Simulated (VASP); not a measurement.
# Si62B (a cell with a defect) in VASP: further runs, part 2 of 2

VASP 6.6.1.

## (3) Single point, LDA, collinear spin, zero start

INCAR

```
SYSTEM = Si62B
PREC = Accurate
ENCUT = 520
EDIFF = 1E-7
ISMEAR = -1
SIGMA = 0.05
LREAL = Auto
LASPH = .TRUE.
NELM = 150
ALGO = Normal
ISIF = 2
LWAVE = .FALSE.
LCHARG = .FALSE.
ISPIN = 2
MAGMOM = 0 0 0 0 0 0 0 0 0 0 0 0 0 0 0 0 0 0 0 0 0 0 0 0 0 0 0 0 0 0 0 0 0 0 0 0 0 0 0 0 0 0 0 0 0 0 0 0 0 0 0 0 0 0 0 0 0 0 0 0 0 0 0
LORBIT = 11
GGA = CA
NELECT = 253.0
NBANDS = 166
```

KPOINTS

```
Automatic mesh
0
G
  1 1 1
  0 0 0
```

POSCAR

```
Si62B
1.0
   10.8600000000      0.0000000000      0.0000000000
    0.0000000000     10.8600000000      0.0000000000
    0.0000000000      0.0000000000     10.8600000000
Si B
62 1
Direct
    0.4963204420      0.0018858195      0.0007535912
    0.6261197974      0.1226870166      0.1254302947
    0.7499523020      0.2492127993      0.0007086556
    0.8731523941      0.3688816759      0.1343880295
    0.7574454880      0.0004806630      0.2445571823
   -0.0011046041     -0.0006234807      0.0017590239
    0.1092828729      0.1278842541      0.1388855433
    0.2418408840      0.2478128913      0.0042661142
    0.3753299263      0.3740583794      0.1195659300
    0.5026976059      0.4977894107     -0.0050116943
    0.6221346225      0.6244813076      0.1244365562
    0.7481457643      0.7429441989     -0.0089994475
    0.8705284530      0.8701027624      0.1177283610
    0.2432732044      0.0015113260      0.2529651934
    0.3740162063      0.1246493554      0.3752620626
    0.4977603131      0.2480334254      0.2475257827
    0.6088182320      0.3820077348      0.3712429098
    0.7474914365      0.4980817680      0.2540265193
    0.8754226519      0.6250248619      0.3764610497
    0.5063206262      0.0033229282      0.4964434622
    0.6346641805      0.1328405157      0.6136014733
    0.8932522099      0.3373057090      0.5909495396
    0.7491469613      0.0040757827      0.7481473297
    0.8764767035      0.1254160221      0.8760650092
   -0.0064823204      0.4997293738      0.0051668508
    0.1217127993      0.6268294659      0.1266324125
    0.2492310313      0.7486338858      0.0006832413
    0.3709731123      0.8769084715      0.1267149171
   -0.0225519337      0.2422300184      0.2838777164
    0.1262006446      0.3742149171      0.3755302947
    0.2500291897      0.4981943831      0.2453789134
    0.3659169429      0.6323516575      0.3716700737
    0.4986240331      0.7523539595      0.2501214549
    0.6302342541      0.8783212707      0.3696438306
   -0.0184161142      0.0288126151      0.5070872928
    0.1302889503      0.1252911602      0.6314476980
    0.2501874770      0.2500633517      0.5015831492
    0.3754472376      0.3753847145      0.6257076427
    0.4916187845      0.5064551565      0.4986149171
    0.6282597606      0.6208617864      0.6224143646
    0.7505490792      0.7515394107      0.4990230203
    0.8742163904      0.8781091160      0.6262761510
    0.2556967772     -0.0056706262      0.7491795580
    0.3731190608      0.1254602210      0.8746480663
    0.5035837017      0.2469061694      0.7443872928
    0.6293762431      0.3730951197      0.8684958564
    0.7581953039      0.4770739411      0.7255229282
    0.8697430018      0.6129773481      0.8643517495
   -0.0045109576      0.7538179558      0.2505823204
    0.1050177716      0.8919650092      0.3795846225
    0.0045287293      0.4997232044      0.4984244015
    0.1239099448      0.6281493554      0.6262893186
    0.2393874770      0.7600864641      0.4970639963
    0.3798039595      0.8740399632      0.6197389503
    0.0060695212      0.2492655617      0.7534532228
    0.1221134438      0.3792138122      0.8806723757
    0.2492418048      0.5003161142      0.7511865562
    0.3758848987      0.6255708103      0.8742101289
    0.5020318600      0.7476575506      0.7464574586
    0.6207781768      0.8767860037      0.8736260589
   -0.0026266114      0.7494049724      0.7515045120
    0.1256291897      0.8744326888      0.8760267956
    0.9140551565      0.1966687845      0.4616325046
```

Potentials or basis: VASP PAW LDA potentials, release 64 (Si, B).

The run is started by

```sh
$ cat potpaw_LDA.64/Si/POTCAR potpaw_LDA.64/B/POTCAR > POTCAR
$ mpirun -np 1 vasp_gam > vasp.out
```

OUTCAR:

```text
SYSTEM = Si62B
   PREC = Accurate
   ENCUT = 520
   EDIFF = 1E-7
   ISMEAR = -1
   LREAL = Auto
   LASPH = .TRUE.
   NELM = 150
   ISIF = 2
   ISPIN = 2
   LORBIT = 11
   GGA = CA
   NELECT = 253.0

 ion  position               nearest neighbor table
   1  0.496  0.002  0.001-  44 2.34   2 2.35  28 2.36  60 2.36
   2  0.626  0.123  0.125-   5 2.34   3 2.35   1 2.35  16 2.36
   3  0.750  0.249  0.001-  24 2.35   2 2.35  46 2.36   4 2.36
   4  0.873  0.369  0.134-  18 2.35   3 2.36  25 2.39  29 2.41
   5  0.757  0.000  0.245-  13 2.33   2 2.34  34 2.35
   6  0.999  0.999  0.002-  13 2.35  24 2.35  62 2.37   7 2.37
   7  0.109  0.128  0.139-  14 2.35   6 2.37   8 2.43  29 2.46
   8  0.242  0.248  0.004-  56 2.35   9 2.36  44 2.40   7 2.43
   9  0.375  0.374  0.120-  31 2.35   8 2.36  10 2.36  16 2.36
  10  0.503  0.498  0.995-  58 2.35   9 2.36  11 2.36  46 2.37
  11  0.622  0.624  0.124-  10 2.36  33 2.36  12 2.37  18 2.39
  12  0.748  0.743  0.991-  13 2.36  48 2.37  11 2.37  60 2.38
  13  0.871  0.870  0.118-   5 2.33   6 2.35  49 2.35  12 2.36
  14  0.243  0.002  0.253-   7 2.35  50 2.36  15 2.36  28 2.37
  15  0.374  0.125  0.375-  16 2.35  20 2.35  37 2.35  14 2.36
  16  0.498  0.248  0.248-  17 2.32  15 2.35   2 2.36   9 2.36
[... 652 lines left out ...]
  energy-cutoff  :      520.00
  volume of cell :     1280.82
      direct lattice vectors                 reciprocal lattice vectors
    10.860000000  0.000000000  0.000000000     0.092081031  0.000000000  0.000000000
     0.000000000 10.860000000  0.000000000     0.000000000  0.092081031  0.000000000
     0.000000000  0.000000000 10.860000000     0.000000000  0.000000000  0.092081031

 POSITION                                       TOTAL-FORCE (eV/Angst)
 -----------------------------------------------------------------------------------
      5.39004      0.02048      0.00818         0.002850      0.013063      0.000191
      6.79966      1.33238      1.36217        -0.001076     -0.015743     -0.000204
      8.14448      2.70645      0.00770         0.002721     -0.011799      0.011614
      9.48243      4.00606      1.45945         0.002172     -0.001962      0.014088
      8.22586      0.00522      2.65589         0.010443     -0.037866      0.011682
     10.84800     10.85323      0.01910        -0.017988      0.002642      0.008795
[... 55 lines left out ...]
      1.36433      9.49634      9.51365        -0.012023      0.001454      0.014642
      9.92664      2.13582      5.01333         0.513133      0.189141     -0.513656
 -----------------------------------------------------------------------------------
    total drift:                                0.005977     -0.000114     -0.009046

  FREE ENERGIE OF THE ION-ELECTRON SYSTEM (eV)
  ---------------------------------------------------
  free  energy   TOTEN  =      -353.1936331462 eV

  energy  without entropy=     -353.0648778354  energy(sigma->0) =     -353.12925549

 total charge

# of ion       s       p       d       tot
------------------------------------------
    1        0.750   0.960   0.000   1.710
    2        0.749   0.961   0.000   1.710
    3        0.749   0.964   0.000   1.712
    4        0.751   0.942   0.000   1.694
    5        0.794   0.894   0.000   1.688
    6        0.751   0.961   0.000   1.712
[... 55 lines left out ...]
   62        0.748   0.960   0.000   1.708
   63        0.695   0.999   0.000   1.695
--------------------------------------------------
tot         47.434  59.757   0.000 107.191

 magnetization (x)

# of ion       s       p       d       tot
------------------------------------------
    1        0.000  -0.000   0.000  -0.000
    2       -0.000   0.000   0.000  -0.000
    3        0.000   0.000   0.000   0.000
    4        0.000  -0.000   0.000  -0.000
    5       -0.000  -0.000   0.000  -0.000
    6        0.000   0.000   0.000   0.000
[... 55 lines left out ...]
   62       -0.000  -0.000   0.000  -0.000
   63       -0.000   0.000   0.000   0.000
--------------------------------------------------
tot          0.000   0.000   0.000   0.000
```

OSZICAR:

```text
N       E                     dE             d eps       ncg     rms          rms(c)
DAV:   1     0.125444373275E+04    0.12544E+04   -0.10956E+05   664   0.134E+03
DAV:   2    -0.192674050457E+03   -0.14471E+04   -0.13617E+04   864   0.217E+02
DAV:   3    -0.358008847922E+03   -0.16533E+03   -0.15873E+03   840   0.640E+01
DAV:   4    -0.363278743965E+03   -0.52699E+01   -0.52347E+01   792   0.137E+01
DAV:   5    -0.363417603141E+03   -0.13886E+00   -0.13858E+00   816   0.248E+00    0.281E+01
DAV:   6    -0.355854376013E+03    0.75632E+01   -0.11410E+01   896   0.548E+00    0.171E+01
DAV:   7    -0.353328316173E+03    0.25261E+01   -0.73437E+00   752   0.443E+00    0.471E+00
DAV:   8    -0.353211156706E+03    0.11716E+00   -0.11097E+00   760   0.193E+00    0.111E+00
DAV:   9    -0.353198856463E+03    0.12300E-01   -0.15940E-01   792   0.723E-01    0.798E-01
DAV:  10    -0.353193463699E+03    0.53928E-02   -0.33067E-02   792   0.322E-01    0.417E-01
DAV:  11    -0.353193550040E+03   -0.86341E-04   -0.52403E-03   760   0.135E-01    0.190E-01
DAV:  12    -0.353193617185E+03   -0.67145E-04   -0.42298E-04   800   0.389E-02    0.108E-01
DAV:  13    -0.353193630627E+03   -0.13442E-04   -0.14300E-04   816   0.224E-02    0.403E-02
DAV:  14    -0.353193634840E+03   -0.42133E-05   -0.37240E-05   752   0.112E-02    0.176E-02
DAV:  15    -0.353193633171E+03    0.16691E-05   -0.48085E-06   800   0.411E-03    0.934E-03
DAV:  16    -0.353193633208E+03   -0.36580E-07   -0.17372E-06   768   0.239E-03    0.323E-03
DAV:  17    -0.353193633146E+03    0.61576E-07   -0.20997E-07   512   0.984E-04
   1 F= -.35319363E+03 E0= -.35312926E+03  d E =-.128755E+00  mag=    -0.0000
```

stdout:

```text
POSCAR found type information on POSCAR SiB
 POSCAR found :  2 types and      63 ions
 scaLAPACK will be used
 LDA part: xc-table for (Slater(with rela. corr.)+CA(PZ))
 , standard interpolation
 POSCAR, INCAR and KPOINTS ok, starting setup
 FFT: planning ... GRIDC
 FFT: planning ... GRID_SOFT
 FFT: planning ... GRID
 WAVECAR not read
 entering main loop
 the old and the new charge density differ
 old charge density:   251.00000 new  253.00000
    0.281E+01
```

It took 6 min on 1 thread of Intel Xeon 6975P-C (Granite Rapids), shared host; peak memory 0.93 GiB.

Results:

- Free energy: -353.1936 eV
- Largest force: 0.750 eV/Å
- Net moment: 0.00 μB per cell
- Valence electrons inside the program's atomic spheres: Si 1.71, 1.69, 1.67, 1.70, 1.68, 1.65, 1.72, 1.66, 1.73 (each value once); B 1.70

Forces on the atoms (eV/Å):
```
Si   0.003  0.013  0.000
Si  -0.001 -0.016  0.000
Si   0.003 -0.012  0.012
Si   0.002 -0.002  0.014
Si   0.010 -0.038  0.012
Si  -0.018  0.003  0.009
Si  -0.051 -0.002  0.059
Si  -0.037 -0.013  0.051
Si   0.006  0.009  0.007
Si   0.002 -0.007 -0.003
Si  -0.022 -0.003  0.019
Si   0.026 -0.009  0.010
Si  -0.032  0.000  0.005
Si  -0.002 -0.009 -0.006
Si  -0.022 -0.002 -0.005
Si  -0.004 -0.013 -0.016
Si   0.030 -0.086  0.063
Si   0.018 -0.004  0.008
Si   0.001  0.007  0.005
Si  -0.032 -0.021 -0.006
Si  -0.224  0.033  0.099
Si   0.069 -0.043 -0.085
Si  -0.013  0.021 -0.014
Si  -0.002  0.007 -0.001
Si  -0.010 -0.007  0.003
Si  -0.002  0.005 -0.007
Si   0.001 -0.002  0.000
Si  -0.001  0.001 -0.006
Si  -0.038  0.026  0.162
Si   0.029  0.030  0.007
Si  -0.001 -0.003 -0.005
Si   0.002 -0.008 -0.010
Si  -0.014  0.003  0.025
Si  -0.022 -0.016 -0.006
Si   0.062 -0.032 -0.088
Si  -0.006  0.006 -0.009
Si   0.002  0.004  0.003
Si  -0.015  0.015  0.015
Si   0.001 -0.003  0.012
Si   0.006  0.004  0.012
Si  -0.005  0.007 -0.004
Si  -0.004  0.034 -0.027
Si  -0.020 -0.009  0.006
Si  -0.052 -0.014  0.051
Si  -0.084  0.001  0.076
Si   0.001  0.007  0.012
Si   0.010 -0.033 -0.015
Si  -0.027 -0.003 -0.004
Si  -0.006 -0.005 -0.011
Si   0.034 -0.043 -0.012
Si   0.025  0.024  0.000
Si  -0.017  0.021  0.028
Si   0.009 -0.023  0.009
Si  -0.013 -0.007  0.021
Si   0.003  0.013 -0.003
Si  -0.008 -0.012  0.010
Si  -0.020 -0.003  0.008
Si  -0.002  0.005 -0.003
Si   0.006 -0.004 -0.004
Si   0.000 -0.008  0.006
Si  -0.032  0.027  0.008
Si  -0.012  0.001  0.015
B    0.513  0.189 -0.514
```

Levels at points of the mesh, in eV from the Fermi level:
Spin up:
```
           k point  band 124  band 125  band 126  band 127  band 128  band 129
(0.00, 0.00, 0.00)     -0.59     -0.32     -0.15      0.02      0.10      0.34
```
Spin down:
| k point | band 123 | band 124 | band 125 | band 126 | band 127 | band 128 | band 129 | band 130 |
| --- | --- | --- | --- | --- | --- | --- | --- | --- |
| (0.00, 0.00, 0.00) | -0.74 | -0.59 | -0.32 | -0.15 | 0.02 | 0.10 | 0.34 | 0.38 |

Caveat: the k points lie up to 0.58 Å⁻¹ apart; the cell carries a net charge on a neutralising background, which shifts energy and pressure; the cell is charged against a uniform background, so pressure and absolute levels hang on convention; no moment was typed at the start, so none could form.

## (4) Single point, LDA, collinear spin, zero start

INCAR

```
SYSTEM = Si62B
  PREC = Accurate
  ENCUT = 520
  EDIFF = 1E-7
  ISMEAR = -1
  SIGMA = 0.05
  LREAL = Auto
  LASPH = .TRUE.
  NELM = 150
  ALGO = Normal
  ISIF = 2
  LWAVE = .FALSE.
  LCHARG = .FALSE.
  ISPIN = 2
  MAGMOM = 0 0 0 0 0 0 0 0 0 0 0 0 0 0 0 0 0 0 0 0 0 0 0 0 0 0 0 0 0 0 0 0 0 0 0 0 0 0 0 0 0 0 0 0 0 0 0 0 0 0 0 0 0 0 0 0 0 0 0 0 0 0 0
  LORBIT = 11
  GGA = CA
  NELECT = 253.0
  NBANDS = 166
```

KPOINTS is that of step 3.

POSCAR

```
Si62B
1.0
   10.8600000000      0.0000000000      0.0000000000
    0.0000000000     10.8600000000      0.0000000000
    0.0000000000      0.0000000000     10.8600000000
Si B
62 1
Direct
    0.4957097606      0.0012720994      0.0013615101
    0.6244360037      0.1253303867      0.1248110497
    0.7495316759      0.2504500000     -0.0002023020
    0.8716983425      0.3706874770      0.1323302026
    0.7572348066      0.0038165746      0.2415455801
    0.0003858195     -0.0007514733      0.0009952118
    0.1163834254      0.1284705341      0.1306173112
    0.2467989871      0.2496443831     -0.0015997238
    0.3743050645      0.3737764273      0.1197512891
    0.5021710866      0.4980283610     -0.0047733886
    0.6238682320      0.6249754144      0.1223249540
    0.7460072744      0.7443343462     -0.0101598527
    0.8716483425      0.8706740331      0.1176494475
    0.2434419890      0.0026128913      0.2538595764
    0.3750395948      0.1252288214      0.3762496317
    0.4965103131      0.2499819521      0.2480732965
    0.6051152855      0.3892014733      0.3675077348
    0.7460255985      0.5007978821      0.2520587477
    0.8742964088      0.6242893186      0.3765249540
    0.5105753223      0.0060967772      0.4975664825
    0.6625813076      0.1322944751      0.5998852670
    0.8852729282      0.3428802026      0.6021020258
    0.7513297422      0.0017413444      0.7505179558
    0.8764180479      0.1250310313      0.8762906077
   -0.0056565378      0.5005338858      0.0054207182
    0.1209762431      0.6272706262      0.1274803867
    0.2491302947      0.7492241252      0.0013396869
    0.3702862799      0.8775458564      0.1278210866
   -0.0167466851      0.2392276243      0.2645790976
    0.1228482505      0.3707146409      0.3738324125
    0.2491280847      0.4988228361      0.2459681400
    0.3649828729      0.6344171271      0.3732280847
    0.5001992634      0.7524524862      0.2482196133
    0.6319478821      0.8801751381      0.3709393186
   -0.0271815838      0.0319918048      0.5196053407
    0.1310453039      0.1247202578      0.6334819521
    0.2505971455      0.2498692449      0.5019713628
    0.3767966851      0.3748535912      0.6249050645
    0.4892172192      0.5087098527      0.4980446593
    0.6268501842      0.6209315838      0.6214748619
    0.7509335175      0.7509667587      0.5002729282
    0.8742258748      0.8738522099      0.6308858195
    0.2580289134     -0.0043191529      0.7490583794
    0.3798417127      0.1274651013      0.8690584715
    0.5149103131      0.2460673112      0.7345117864
    0.6288128913      0.3735461326      0.8673564457
    0.7568735727      0.4806281768      0.7279770718
    0.8712931860      0.6137825046      0.8650534070
   -0.0040488950      0.7543336096      0.2523087477
    0.1008997238      0.8974263352      0.3812045120
    0.0022940147      0.4972659300      0.4984369245
    0.1256757827      0.6259403315      0.6232980663
    0.2380190608      0.7631411602      0.4953536832
    0.3808582873      0.8756122468      0.6184615101
    0.0059081952      0.2486355433      0.7548514733
    0.1226735727      0.3810498158      0.8796541436
    0.2508360037      0.5005830571      0.7508237569
    0.3756696133      0.6260986188      0.8745959484
    0.5015216390      0.7478653775      0.7467788214
    0.6199220994      0.8782523941      0.8732674033
    0.0006352670      0.7460605893      0.7509745856
    0.1265045120      0.8748157459      0.8747449355
    0.8485422652      0.1723333333      0.5329859116
```

The run is started by

```sh
$ cat potpaw_LDA.64/Si/POTCAR potpaw_LDA.64/B/POTCAR > POTCAR
$ mpirun -np 1 vasp_gam > vasp.out
```

Wall time 6.1 min (1 thread of Intel Xeon 6975P-C (Granite Rapids), shared host); peak memory 0.92 GiB.

Results (log left out):

```yaml
Free_energy: -353.0079 eV
Largest_force: 1.131 eV/Å
Net_moment: 0.00 μB per cell
Valence_electrons_inside_the_program's_atomic_spheres: Si 1.71, 1.70, 1.66, 1.69, 1.63, 1.68, 1.72, 1.67, 1.73 (each value once); B 1.68
```

Forces in eV/Å, atoms in the order of the input:
```
Si  -0.008 -0.003  0.005
Si  -0.007  0.026 -0.014
Si   0.001  0.008 -0.018
Si  -0.002  0.021 -0.042
Si  -0.022 -0.002 -0.039
Si   0.021 -0.007 -0.023
Si   0.093 -0.003 -0.114
Si   0.074  0.008 -0.063
Si   0.011 -0.001  0.011
Si  -0.005  0.001 -0.002
Si   0.019 -0.003 -0.018
Si  -0.007  0.006  0.001
Si   0.028  0.006 -0.008
Si   0.011  0.008  0.000
Si   0.016  0.004  0.003
Si   0.021  0.014  0.019
Si   0.130 -0.081  0.057
Si  -0.004  0.003 -0.013
Si  -0.008 -0.011 -0.010
Si   0.032  0.014  0.006
Si   0.179 -0.026 -0.070
Si  -0.094  0.104  0.140
Si   0.016 -0.036  0.033
Si   0.005 -0.009  0.002
Si   0.009  0.009 -0.007
Si   0.001  0.004 -0.005
Si   0.008  0.001  0.000
Si   0.001  0.000  0.002
Si   0.107 -0.016 -0.234
Si  -0.021 -0.039 -0.025
Si  -0.011 -0.002  0.000
Si   0.020 -0.009  0.001
Si   0.021  0.000 -0.019
Si   0.019  0.008  0.010
Si  -0.036 -0.041  0.037
Si  -0.001 -0.015 -0.002
Si   0.008 -0.010 -0.006
Si   0.015 -0.009 -0.014
Si   0.025 -0.023 -0.011
Si  -0.010  0.006 -0.010
Si   0.015 -0.009  0.008
Si   0.011 -0.040  0.029
Si   0.017  0.011 -0.008
Si   0.065  0.009 -0.056
Si   0.088 -0.012 -0.071
Si  -0.005  0.007 -0.001
Si  -0.022  0.060  0.052
Si   0.030  0.018  0.010
Si   0.008  0.001  0.013
Si  -0.006  0.020  0.017
Si  -0.028 -0.036 -0.003
Si   0.022 -0.032 -0.038
Si   0.019  0.001 -0.015
Si   0.018  0.011 -0.012
Si  -0.003 -0.012  0.015
Si   0.023  0.010 -0.010
Si   0.016 -0.004 -0.009
Si   0.003  0.005 -0.004
Si   0.002 -0.002  0.000
Si   0.002  0.001  0.012
Si   0.040 -0.039 -0.011
Si   0.018 -0.003 -0.015
B   -0.988  0.132  0.535
```

Levels at points of the mesh, in eV from the Fermi level:
Spin up:
| k point | band 124 | band 125 | band 126 | band 127 | band 128 | band 129 |
| --- | --- | --- | --- | --- | --- | --- |
| (0.00, 0.00, 0.00) | -0.61 | -0.35 | -0.16 | 0.02 | 0.08 | 0.33 |
Spin down:
| k point | band 122 | band 123 | band 124 | band 125 | band 126 | band 127 | band 128 | band 129 | band 130 | band 131 |
| --- | --- | --- | --- | --- | --- | --- | --- | --- | --- | --- |
| (0.00, 0.00, 0.00) | -0.95 | -0.68 | -0.61 | -0.35 | -0.16 | 0.02 | 0.08 | 0.33 | 0.37 | 0.39 |

Caveat: the k points lie up to 0.58 Å⁻¹ apart; the cell carries a net charge on a neutralising background, which shifts energy and pressure; the cell is charged against a uniform background, so pressure and absolute levels hang on convention; no moment was typed at the start, so none could form.
